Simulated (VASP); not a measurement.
Here is a VASP 6.6.1 calculation.

Contents of INCAR:

```
PREC = Accurate
ENCUT = 600
EDIFF = 1E-7
ISMEAR = 0
SIGMA = 0.1
LREAL = F
LASPH = T
NELM = 100
ALGO = Normal
ISIF = 3
LWAVE = F
LCHARG = F
IBRION = 2
NSW = 100
EDIFFG = -0.05
```

KPOINTS

```
regular mesh
0
Gamma
  10 10 10
```

File POSCAR:

```
C
1.0
    0.0000000000      1.7833700000      1.7833700000
    1.7833700000      0.0000000000      1.7833700000
    1.7833700000      1.7833700000      0.0000000000
C
2
Direct
    0.5000000000      0.5000000000      0.5000000000
    0.7500000000      0.7500000000      0.7500000000
```

Potentials or basis: VASP PAW LDA potentials, release 64 (C).

Run with:

```bash
$ cat potpaw_LDA.64/C/POTCAR > POTCAR
$ mpirun -np 1 vasp_std > vasp.out
```

Question: Estimate the relaxed cell.

Answer: a = 2.499 Å, b = 2.499 Å, c = 2.499 Å, α = 60.00°, β = 60.00°, γ = 60.00°.

Question: Predict the relaxed volume.

Answer: 5.52 Å³/atom.

Question: What does it give for the space group after relaxing (to 0.05 Å)?

Answer: Fd-3m (No. 227).

Final structure:
```xyz
2
Lattice="0.0000 1.7670 1.7670 1.7670 0.0000 1.7670 1.7670 1.7670 0.0000" Properties=species:S:1:pos:R:3 pbc="T T T"
C     1.7670    1.7670    1.7670
C     2.6504    2.6504    2.6504
```

LDA usually gives volumes a few per cent too small. Zero-point motion and thermal expansion aren't in these numbers.
